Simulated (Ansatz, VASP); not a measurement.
**One calculation of ZnO, two programs**

```xyz
4
Lattice="3.2493 0.0000 0.0000 -1.6247 2.8140 0.0000 0.0000 0.0000 5.2057" Properties=species:S:1:pos:R:3 pbc="T T T"
Zn    0.0000    1.8760    2.5981
Zn    1.6247    0.9380   -0.0048
O     1.6247    0.9380    1.9778
O     0.0000    1.8760    4.5806
```

Alike in both runs: functional PBEsol; k mesh 8 × 8 × 5; occupations fermi-dirac, width 0.02 eV; no spin polarisation.

Ansatz relaxed the structure, and its values are those at the end. VASP's run is a single point on that final structure, the one shown.

|  | VASP | Ansatz |
| --- | --- | --- |
| version | VASP 6.6.1 | Ansatz 0.2.0 |
| potentials or method | VASP PAW PBE potentials, release 64 (Zn, O) | plane-wave PAW, scalar-relativistic |
| plane-wave cutoff (eV) | 600 | 420 |
| valence electrons in the cell | 36 | 36 |

```csv
,VASP,Ansatz,Ansatz less VASP
pressure (GPa),-0.9,-1.5,-0.63
```

VASP's potentials were made for PBE, not for PBEsol, and Ansatz warns of the same on its side. Ansatz's warnings: stress scf threshold loose.
